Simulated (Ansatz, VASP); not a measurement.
## SiC: VASP beside Ansatz

File POSCAR:

```
SiC
1.0
    3.0760000000      0.0000000000      0.0000000000
   -1.5380000000      2.6638941420      0.0000000000
    0.0000000000      0.0000000000      5.0480000000
Si C
2 2
Direct
    0.6666666667      0.3333333333      0.5000000000
    0.3333333333      0.6666666667      0.0000000000
    0.6666666667      0.3333333333      0.8850000000
    0.3333333333      0.6666666667      0.3850000000
```

File INCAR.step1:

```
PREC = Accurate ; ENCUT = 520
EDIFF = 1E-5 ; ISMEAR = -1
SIGMA = 0.05 ; LREAL = F
LASPH = T ; NELM = 60
ALGO = Normal ; ISIF = 2
LWAVE = T ; LCHARG = F
GGA = PE ; NBANDS = 16
```

INCAR.step2

```
PREC = Accurate ; ENCUT = 520
EDIFF = 1E-6 ; ISMEAR = -1
SIGMA = 0.05 ; LREAL = F
LASPH = T ; NELM = 60
ALGO = Normal ; ISIF = 2
LWAVE = F ; LCHARG = F
GGA = PE ; LHFCALC = T
AEXX = 0.2 ; HFSCREEN = 0.2
PRECFOCK = Normal ; ISTART = 1
NBANDS = 16
```

The input KPOINTS:

```
regular mesh
0
Gamma
  5 5 3
```

File input.yaml:

```yaml
crystal:
  lattice:
    - [3.076, 0.0, 0.0]
    - [-1.538, 2.663894142, 0.0]
    - [0.0, 0.0, 5.048]
  atoms:
    - { symbol: Si, position: [0.6666666667, 0.3333333333, 0.5] }
    - { symbol: Si, position: [0.3333333333, 0.6666666667, 0.0] }
    - { symbol: C, position: [0.6666666667, 0.3333333333, 0.885] }
    - { symbol: C, position: [0.3333333333, 0.6666666667, 0.385] }
hamiltonian:
  xc: { exchange: pbe, correlation: pbe, exx: { coeff: 0.2, omega: 0.2 } }
  pseudopotentials: { kind: paw }
kpoints:
  mp_grid: { grid: [5, 5, 3] }
scf:
  occupations: { method: fermi_dirac, width: 0.05 }
output:
  forces: true
  stress: true
  eigenvalues: true
```

Alike in both runs: task single point; functional PBE-based screened hybrid with a share of 0.2 of exact exchange and HFSCREEN = 0.2; k mesh 5 × 5 × 3; occupations fermi-dirac, width 0.05 eV; no spin polarisation.

|  | VASP | Ansatz |
| --- | --- | --- |
| version | VASP 6.6.1 | Ansatz 0.2.0 |
| potentials or method | VASP PAW PBE potentials, release 64 (Si, C) | Ansatz PAW |
| plane-wave cutoff (eV) | 520 | 420 |
| valence electrons in the cell | 16 | 16 |

Ansatz gave:

- gap on the k mesh at the Fermi level (eV): 3.58
- least direct gap on the mesh (eV): 5.09
- pressure (GPa): -0.1
- traceless stress, the component that is largest in VASP (GPa): -3.38
- rms of the force components (eV/Å): 0.437

Problem. What did VASP give for the same quantities?

Solution. gap on the k mesh at the Fermi level (eV): 3.58; least direct gap on the mesh (eV): 5.10; pressure (GPa): -0.4; traceless stress, the component that is largest in VASP (GPa): -3.30; rms of the force components (eV/Å): 0.437.

VASP's potentials were made for PBE, not for PBE-based screened hybrid. Atom by atom the forces differ by 0.000 eV/Å (rms over components).

The k mesh is coarse, so the values compare programs but aren't converged. Noted on Ansatz's run: odd divisions of the mesh miss points on the zone boundary, where band edges often lie, so the gap on the mesh can be too wide.
